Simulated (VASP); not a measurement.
# In (Im-3m) in VASP: further runs

Runs on In. Level: PBE. Tasks: relaxation of cell and atoms, single point.

Everything below comes from runs of VASP 6.6.1. Logs are shortened: lines on timing, memory, paths and dates and some standing lists are left out, and cuts for length are marked.

## 1. The cell of the first run

The structure is cubic, space group Im-3m (No. 229). Conventional cell: a = 3.804 Å, b = 3.804 Å, c = 3.804 Å, α = 90.00°, β = 90.00°, γ = 90.00°. In (site symmetry m-3m) has 14 In at 3.29 to 3.80 Å within 4.3 Å.

## 2. Relaxation of cell and atoms, PBE

INCAR reads:

```
  ALGO = Normal
  EDIFF = 1E-6
  EDIFFG = -0.005
  ENCUT = 600
  GGA = PE
  IBRION = 2
  ISIF = 3
  ISMEAR = -1
  LASPH = T
  LCHARG = F
  LREAL = F
  LWAVE = F
  NELM = 80
  NSW = 60
  PREC = Accurate
  SIGMA = 0.08
```

KPOINTS reads:

```
k-points
0
Gamma
  16 16 16
```

POSCAR reads:

```
In
1.0
   -1.9018218905      1.9018218905      1.9018218905
    1.9018218905     -1.9018218905      1.9018218905
    1.9018218905      1.9018218905     -1.9018218905
In
1
Direct
    0.0000000000      0.0000000000      0.0000000000
```

Potentials or basis: VASP PAW PBE potentials, release 64 (In_d).

Command:

```
> cat potpaw_PBE.64/In_d/POTCAR > POTCAR
> mpirun -np 1 vasp_std > vasp.out
```

OUTCAR:

```text
EDIFF = 1E-6
   EDIFFG = -0.005
   ENCUT = 600
   GGA = PE
   IBRION = 2
   ISIF = 3
   ISMEAR = -1
   LASPH = T
   LREAL = F
   NELM = 80
   NSW = 60
   PREC = Accurate

 ion  position               nearest neighbor table
   1  0.000  0.000  0.000-

  LATTYP: Found a body centered cubic cell.
 ALAT       =     3.8036437810

  Lattice vectors:

 A1 = (  -1.9018218905,   1.9018218905,   1.9018218905)
 A2 = (   1.9018218905,  -1.9018218905,   1.9018218905)
 A3 = (   1.9018218905,   1.9018218905,  -1.9018218905)

Analysis of symmetry for initial positions (statically):
=====================================================================
 Subroutine PRICEL returns:
 Original cell was already a primitive cell.

 Routine SETGRP: Setting up the symmetry group for a
 body centered cubic supercell.

 Subroutine GETGRP returns: Found 48 space group operations
 (whereof 48 operations were pure point group operations)
 out of a pool of 48 trial point group operations.

The static configuration has the point symmetry O_h .

Analysis of symmetry for dynamics (positions and initial velocities):
=====================================================================
 Subroutine PRICEL returns:
 Original cell was already a primitive cell.

 Routine SETGRP: Setting up the symmetry group for a
 body centered cubic supercell.

 Subroutine GETGRP returns: Found 48 space group operations
 (whereof 48 operations were pure point group operations)
 out of a pool of 48 trial point group operations.

The dynamic configuration has the point symmetry O_h .

 Subroutine INISYM returns: Found 48 space group operations
 (whereof 48 operations are pure point group operations),
 and found     1 'primitive' translations

----------------------------------------------------------------------------------------

                                     Primitive cell

  volume of cell :      27.5150

  direct lattice vectors                    reciprocal lattice vectors
    -1.901821890  1.901821890  1.901821890     0.000000000  0.262905797  0.262905797
     1.901821890 -1.901821890  1.901821890     0.262905797  0.000000000  0.262905797
     1.901821890  1.901821890 -1.901821890     0.262905797  0.262905797  0.000000000

  length of vectors
     3.294052141  3.294052141  3.294052141     0.371804944  0.371804944  0.371804944

  position of ions in fractional coordinates (direct lattice)
     0.000000000  0.000000000  0.000000000

  ion indices of the primitive-cell ions
   primitive index   ion index
                 1           1

----------------------------------------------------------------------------------------

 KPOINTS: k-points

Automatic generation of k-mesh.
 Grid dimensions read from file:
 generate k-points for:   16   16   16

 Generating k-lattice:

  Cartesian coordinates                     Fractional coordinates (reciprocal lattice)
     0.000000000  0.016431612  0.016431612     0.062500000  0.000000000  0.000000000
     0.016431612  0.000000000  0.016431612     0.000000000  0.062500000  0.000000000
     0.016431612  0.016431612  0.000000000     0.000000000  0.000000000  0.062500000

  Length of vectors
     0.023237809  0.023237809  0.023237809

  Shift w.r.t. Gamma in fractional coordinates (k-lattice)
     0.000000000  0.000000000  0.000000000

 Subroutine IBZKPT returns following result:
 ===========================================

 Found    145 irreducible k-points:

 Following reciprocal coordinates:
            Coordinates               Weight
  0.000000  0.000000  0.000000      1.000000
  0.062500  0.000000  0.000000     12.000000
  0.125000  0.000000  0.000000     12.000000
  0.187500  0.000000  0.000000     12.000000
  0.250000  0.000000  0.000000     12.000000
  0.312500  0.000000  0.000000     12.000000
[... 16 lines left out ...]
  0.187500  0.187500  0.000000     24.000000
  0.250000  0.187500 -0.000000     48.000000
 [... further k-points ...]
   k-points           NKPTS =    145   k-points in BZ     NKDIM =    145   number of bands    NBANDS=     10
   number of dos      NEDOS =    301   number of ions     NIONS =      1
   total plane-waves  NPLWV =  21952
   dimension x,y,z NGX =    28 NGY =   28 NGZ =   28
   dimension x,y,z NGXF=    56 NGYF=   56 NGZF=   56
   ions per type =               1
   NGX,Y,Z   is equivalent  to a cutoff of  14.13, 14.13, 14.13 a.u.
   NGXF,Y,Z  is equivalent  to a cutoff of  28.26, 28.26, 28.26 a.u.
 SYSTEM =  unknown system
   PREC   = accura    normal or accurate (medium, high low for compatibility)
   ISTART =      0    job   : 0-new  1-cont  2-samecut
   ICHARG =      2    charge: 1-file 2-atom 10-const
   ISPIN  =      1    spin polarized calculation?
   LNONCOLLINEAR =      F non collinear calculations
   LSORBIT =      F    spin-orbit coupling
   LASPH  =      T    aspherical Exc in radial PAW
   ENCUT  =  600.0 eV  44.10 Ry    6.64 a.u.   6.58  6.58  6.58*2*pi/ulx,y,z
   NELM   =     80;   NELMIN=  2; NELMDL= -5     # of ELM steps
   EDIFF  = 0.1E-05   stopping-criterion for ELM
   LREAL  =      F    real-space projection
   EDIFFG = -.5E-02   stopping-criterion for IOM
   NSW    =     60    number of steps for IOM
   IBRION =      2    ionic relax: 0-MD 1-quasi-New 2-CG
   NFREE  =      1    steps in history (QN), initial steepest desc. (CG)
   ISIF   =      3    stress and relaxation
   ISYM   =      2    0-nonsym 1-usesym 2-fastsym
   POTIM  = 0.5000    time-step for ionic-motion
   TEBEG  =    0.0;   TEEND  =   0.0 temperature during run
   PSTRESS=    0.0 pullay stress
   NELECT =      13.0000    total number of electrons
   NUPDOWN=      -1.0000    fix difference up-down
   EMIN   =  10.00;   EMAX   =-10.00  energy-range for DOS
   EFERMI =   0.00;   METHOD = LEGACY
   ISMEAR =    -1;   SIGMA  =   0.08  broadening in eV -4-tet -1-fermi 0-gaus
   EFERMI_NEDOS =   21; number of points for ismear=-14 and -15
   IALGO  =     38    algorithm
   IMIX   =      4    mixing-type and parameters
     AMIX     =   0.40;   BMIX     =  1.00
     AMIX_MAG =   1.60;   BMIX_MAG =  1.00
  volume/ion in A,a.u.               =      27.52       185.68
  Fermi-wavevector in a.u.,A,eV,Ry     =   1.275066  2.409526 22.120272  1.625794
  Thomas-Fermi vector in A             =   2.407799
   LORBIT       =      0    0 simple, 1 ext, 2 COOP (PROOUT), +10 PAW based schemes
   GGA     = PE    functional components
   LHFCALC =     F    Hartree Fock is set to
   AEXX    =    0.0000 exact exchange contribution
   IVDW    =     0    specifies the selected vdW correction
   LEPSILON=     F    determine dielectric tensor
   LRPA    =     F    only Hartree local field effects (RPA)
 conjugate gradient relaxation of ions
 non-spin polarized calculation
  energy-cutoff  :      600.00
  volume of cell :       27.52
 maximum number of plane-waves:       947
   NGX = 13   NGY = 13   NGZ = 13

--------------------------------------- Ionic step        1  -------------------------------------------

 number of electron      13.0000002 magnetization

 Free energy of the ion-electron system (eV)
  ---------------------------------------------------
  ext. energy  EPLUGINS =         0.00000000
  ---------------------------------------------------
  free energy    TOTEN  =        -2.55274903 eV

  energy without entropy =       -2.54156774  energy(sigma->0) =       -2.54715838

 E-fermi :   6.9791     XC(G=0): -10.0171

 val. band max:        6.9773546999   @ k =   0.3125   0.1250   0.0000
 cond. band min:       6.9912299628   @ k =  -0.4375   0.5000   0.3125
 fundamental gap:      0.0138752629
 Fermi energy:         6.9791325947

 k-point     1 :       0.0000    0.0000    0.0000
  band No.  band energies     occupation
      1      -7.6624      2.00000
      2      -7.6624      2.00000
      3      -7.6624      2.00000
      4      -7.4184      2.00000
      5      -7.4184      2.00000
      6      -2.2335      2.00000
      7      17.5376      0.00000
      8      17.5376      0.00000
      9      17.5376      0.00000
     10      19.8176      0.00000

 k-point     2 :       0.0625    0.0000    0.0000
  band No.  band energies     occupation
      1      -7.6661      2.00000
      2      -7.6587      2.00000
      3      -7.6480      2.00000
      4      -7.4224      2.00000
      5      -7.4186      2.00000
      6      -2.1466      2.00000
      7      16.6536      0.00000
      8      17.1172      0.00000
      9      17.3483      0.00000
     10      19.1304      0.00000
[... 343 lines left out ...]
 POSITION                                       TOTAL-FORCE (eV/Angst)
 -----------------------------------------------------------------------------------
      0.00000      0.00000      0.00000         0.000000      0.000000      0.000000
 -----------------------------------------------------------------------------------
    total drift:                               -0.000000     -0.000000     -0.000000

  FREE ENERGIE OF THE ION-ELECTRON SYSTEM (eV)
  ---------------------------------------------------
  free  energy   TOTEN  =        -2.5532086352 eV

  energy  without entropy=       -2.5420919560  energy(sigma->0) =       -2.54765030

--------------------------------------- Ionic step        3  -------------------------------------------

 number of electron      13.0000004 magnetization

 Free energy of the ion-electron system (eV)
  ---------------------------------------------------
  ext. energy  EPLUGINS =         0.00000000
  ---------------------------------------------------
  free energy    TOTEN  =        -2.55321545 eV

  energy without entropy =       -2.54210653  energy(sigma->0) =       -2.54766099

 E-fermi :   6.8462     XC(G=0):  -9.9597

 val. band max:        6.8396017136   @ k =   0.3125   0.1250   0.0000
 cond. band min:       6.8649556961   @ k =  -0.4375   0.5000   0.3125
 fundamental gap:      0.0253539825
 Fermi energy:         6.8462400057

 k-point     1 :       0.0000    0.0000    0.0000
  band No.  band energies     occupation
      1      -7.7834      2.00000
      2      -7.7834      2.00000
      3      -7.7834      2.00000
      4      -7.5471      2.00000
      5      -7.5471      2.00000
      6      -2.2855      2.00000
      7      17.2745      0.00000
      8      17.2745      0.00000
      9      17.2745      0.00000
     10      19.6454      0.00000

 k-point     2 :       0.0625    0.0000    0.0000
  band No.  band energies     occupation
      1      -7.7870      2.00000
      2      -7.7798      2.00000
      3      -7.7695      2.00000
      4      -7.5510      2.00000
      5      -7.5473      2.00000
      6      -2.1994      2.00000
      7      16.4063      0.00000
      8      16.8629      0.00000
      9      17.0924      0.00000
     10      18.9441      0.00000
[... 308 lines left out ...]
 POSITION                                       TOTAL-FORCE (eV/Angst)
 -----------------------------------------------------------------------------------
      0.00000      0.00000      0.00000        -0.000000      0.000000      0.000000
 -----------------------------------------------------------------------------------
    total drift:                               -0.000000     -0.000000     -0.000000

  FREE ENERGIE OF THE ION-ELECTRON SYSTEM (eV)
  ---------------------------------------------------
  free  energy   TOTEN  =        -2.5532154544 eV

  energy  without entropy=       -2.5421065308  energy(sigma->0) =       -2.54766099

 reached required accuracy - stopping structural energy minimisation
```

Run time: 32 s. Hardware: 1 thread of Intel Xeon 6975P-C (Granite Rapids), shared host; peak memory 0.19 GiB.

Results:

```yaml
Free_energy: -2.5532 eV
Relaxed_volume: 27.86 Å³/atom
Relaxed_cell: a = 3.308 Å, b = 3.308 Å, c = 3.308 Å, α = 109.47°, β = 109.47°, γ = 109.47°
Space_group_after_relaxing_to_0.05_Å: Im-3m (No. 229)
Energy_gained_by_relaxing: 0.5 meV/atom
Ionic_steps: 3
Pressure_after_relaxing: 0.0 GPa
```

Step by step:
| step | energy change (eV) | largest force (eV/Å) | pressure (GPa) | volume (Å³) |
| --- | --- | --- | --- | --- |
| 1 | 0.0000 | 0.0000 | 0.44 | 27.51 |
| 2 | -0.0005 | 0.0000 | 0.05 | 27.82 |
| 3 | -0.0005 | 0.0000 | 0.01 | 27.86 |

Final structure:
```
In
1.0
    -1.90968    1.90968    1.90968
     1.90968   -1.90968    1.90968
     1.90968    1.90968   -1.90968
In
1
Direct
  0.00000 0.00000 0.00000
```

Levels at points of the mesh, in eV from the Fermi level:
```tsv
k point	band 4	band 5	band 6	band 7	band 8	band 9
(0.00, 0.00, 0.00)	-14.39	-14.39	-9.13	10.43	10.43	10.43
(0.50, 0.00, 0.00)	-14.40	-14.25	-3.93	-2.95	5.63	7.09
(0.50, 0.50, 0.50)	-14.28	-14.28	0.58	1.25	1.25	1.25
```

Caveat: spin-orbit coupling is left out, which moves the levels of the heavy elements.

## 3. Single point, PBE (volume scaled by 0.713, to set the pressure)

INCAR reads:

```
SYSTEM = In
PREC = Accurate ; ENCUT = 520
EDIFF = 1E-7 ; ISMEAR = -1
SIGMA = 0.08 ; LREAL = .False.
LASPH = .True. ; NELM = 60
ALGO = Normal ; ISIF = 2
LWAVE = .False. ; LCHARG = .False.
GGA = PE ; NBANDS = 12
```

KPOINTS reads:

```
Automatic mesh
0
Gamma
  16 16 16
  0 0 0
```

POSCAR reads:

```
In
1.0
   -1.7058620226      1.7058620226      1.7058620226
    1.7058620226     -1.7058620226      1.7058620226
    1.7058620226      1.7058620226     -1.7058620226
In
1
Direct
    0.0000000000      0.0000000000      0.0000000000
```

Potentials or basis: VASP PAW PBE potentials, release 64 (In_d).

Command:

```
> cat potpaw_PBE.64/In_d/POTCAR > POTCAR
> mpirun -np 1 vasp_std > vasp.out
```

It took 18 s on 1 thread of AMD EPYC 9R45 (Zen 5), shared host; peak memory 0.13 GiB.

Results (log left out):

```yaml
Free_energy: -2.0624 eV
Pressure: 27.7 GPa
```

Levels at points of the mesh, in eV from the Fermi level:
| k point | band 4 | band 5 | band 6 | band 7 | band 8 | band 9 |
| --- | --- | --- | --- | --- | --- | --- |
| (0.00, 0.00, 0.00) | -14.73 | -14.73 | -11.81 | 13.63 | 13.63 | 13.63 |
| (0.50, 0.00, 0.00) | -14.72 | -14.38 | -4.58 | -3.97 | 7.25 | 8.15 |
| (0.50, 0.50, 0.50) | -14.46 | -14.46 | 1.14 | 1.14 | 1.14 | 3.28 |

Caveat: the cell differs from its parent crystal (volume scaled by 0.713, to set the pressure); spin-orbit coupling is left out, which moves the levels of the heavy elements.

(Continued in part 2 of 2.)
